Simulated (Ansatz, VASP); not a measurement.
**Two plane-wave programs on HfB2**

```
Hf B
1.0
     3.14000    0.00000    0.00000
    -1.57000    2.71932    0.00000
     0.00000    0.00000    3.48000
Hf B
1 2
Cartesian
  0.0000 0.0000 0.0000
  1.5700 0.9064 1.7400
  0.0000 1.8129 1.7400
```

Alike in both runs: functional HSE06; k mesh 5 × 5 × 4; occupations fermi-dirac, width 0.05 eV; no spin polarisation.

|  | VASP | Ansatz |
| --- | --- | --- |
| version | VASP 6.6.1 | Ansatz 0.2.0 |
| potentials or method | VASP PAW PBE potentials, release 64 (Hf_pv, B) | Ansatz PAW |
| plane-wave cutoff (eV) | 520 | 420 |
| valence electrons in the cell | 16 | 32 |
| task | single point | band structure |

|  | VASP | Ansatz | Ansatz less VASP |
| --- | --- | --- | --- |
| gap on the k mesh at the Fermi level (eV) | none | none | - |
| pressure (GPa) | -3.1 | -0.8 | +2.23 |
| traceless stress, the component that is largest in VASP (GPa) | -1.66 | -1.44 | +0.219 |

A gap of «none» marks a metal or a gap that the smearing closes. VASP's potentials hold 16 valence electrons a cell and Ansatz's 32, so a difference there can come from the potentials and not from the codes.

The k mesh is coarse, so the values compare programs but aren't converged. Spin-orbit coupling is off throughout.
